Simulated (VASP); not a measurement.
## CuO: single point with PBE+U

Crystal: CuO.

```xyz
4
Lattice="2.3418 -1.7113 0.0000 2.3418 1.7113 0.0000 -0.8500 0.0000 5.0579" Properties=species:S:1:pos:R:3 pbc="T T T"
Cu    0.7459   -0.8557    2.5289
Cu    1.1709    0.8557    0.0000
O     1.7043    0.2793    3.7934
O     2.1293   -0.2793    1.2645
```

```json
{
  "Program": "VASP 6.6.1",
  "Task": "single point",
  "Functional": "PBE",
  "Potentials or basis": "VASP PAW PBE potentials, release 64 (Cu, O)",
  "Cutoff": "520 eV",
  "k mesh": "10 × 10 × 5",
  "Occupations": "fermi-dirac, width 0.05 eV",
  "Spin": "no spin polarisation",
  "Hubbard terms": "Cu d U = 4.5 eV"
}
```

```yaml
Pressure: 3.1 GPa
Largest_force: 0.181 eV/Å
Band_gap_on_the_k_mesh: zero (bands 17 and 18 overlap by 0.64 eV)
```

Forces in eV/Å, atoms in the order of the input:
```
Cu   0.000  0.000  0.000
Cu   0.000  0.000  0.000
O    0.000 -0.181  0.000
O    0.000  0.181  0.000
```

Stress tensor (GPa, compression positive):
```
 3.18  0.00 -0.64
 0.00  4.04  0.00
-0.64  0.00  2.02
```

Levels at points of the mesh, in eV from the Fermi level:
```
           k point  band 13  band 14  band 15  band 16  band 17  band 18  band 19  band 20  band 21  band 22
(0.00, 0.00, 0.00)    -2.79    -2.77    -2.42    -2.35     0.23     0.97     1.95     6.53     8.45    13.91
(0.50, 0.00, 0.00)    -2.93    -2.30    -2.07    -1.79     0.07     0.32     5.37     6.82     7.29    11.50
(0.50, 0.50, 0.00)    -3.13    -3.03    -1.96    -1.92    -0.95     1.13     3.88     7.54     9.07    10.42
```

Eigenvalues of the final occupation matrices:
| site | spin | trace | eigenvalues |
| --- | --- | --- | --- |
| site 1 d | 1 | 4.64 | 0.79 0.95 0.96 0.97 0.98 |
| site 1 d | 2 | 4.64 | 0.79 0.95 0.96 0.97 0.98 |
| site 2 d | 1 | 4.64 | 0.79 0.95 0.96 0.97 0.98 |
| site 2 d | 2 | 4.64 | 0.79 0.95 0.96 0.97 0.98 |

Wall time 84 s on 1 thread of AMD EPYC 9R45 96-Core Processor (Zen 5), on a shared host, peak memory 0.22 GiB.

Caveat: the cell stands under pressure; U without spin polarisation on a metal has little footing.
